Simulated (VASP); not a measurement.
Write the native input for VASP 6.6.1 that does the following.

- Task: single point
- Functional: PBE
- Potentials or basis: VASP PAW PBE potentials, release 64 (Be, Se)
- Cutoff: 600 eV
- k mesh: 5 × 5 × 5
- Occupations: gaussian, width 0.2 eV
- Spin: no spin polarisation
- Dipole correction: no
- Further INCAR settings: ALGO = Normal; EDIFF = 1e-06; NBANDS = 14

The structure of BeSe2 lies in POSCAR:

```
BeSe2
1.0
    4.5709626045      0.0000000000      0.0000000000
   -2.2854813023      3.9585697353      0.0000000000
    0.0000000000      0.0000000000      4.2560353874
Be Se
1 2
Direct
    0.0000000000      0.0000000000      0.5000000000
    0.3333333333      0.6666666667      0.5000000000
    0.6666666667      0.3333333333      0.5000000000
```

The cell was built from a structure type or drawn by symmetry, and may not be a known phase.

One way to write it, as run:

INCAR

```
  PREC = Accurate
  ENCUT = 600
  EDIFF = 1E-6
  ISMEAR = 0
  SIGMA = 0.2
  LREAL = F
  LASPH = T
  NELM = 120
  ALGO = Normal
  ISIF = 2
  LWAVE = F
  LCHARG = T
  GGA = PE
  LELF = T
  LVHAR = T
  NBANDS = 14
  GGA_COMPAT = F
```

KPOINTS

```
regular mesh
0
Gamma
  5 5 5
```

Potentials or basis: VASP PAW PBE potentials, release 64 (Be, Se).

The run is started by

```bash
$ cat potpaw_PBE.64/Be/POTCAR potpaw_PBE.64/Se/POTCAR > POTCAR
$ mpirun -np 1 vasp_std > vasp.out
```

Results of the run:

```yaml
Pressure: 0.0 GPa
Band_gap_on_the_k_mesh: zero (bands 7 and 8 overlap by 0.38 eV)
```

Caveat: semilocal functionals underestimate gaps, so a narrow gap can read as zero; this functional lacks dispersion, which binds the layers, so the pressure and a relaxed spacing across them are unreliable.

It took 15 s on 1 thread of AMD EPYC 9R45 96-Core Processor (Zen 5), on a shared host, peak memory 0.2 GiB.
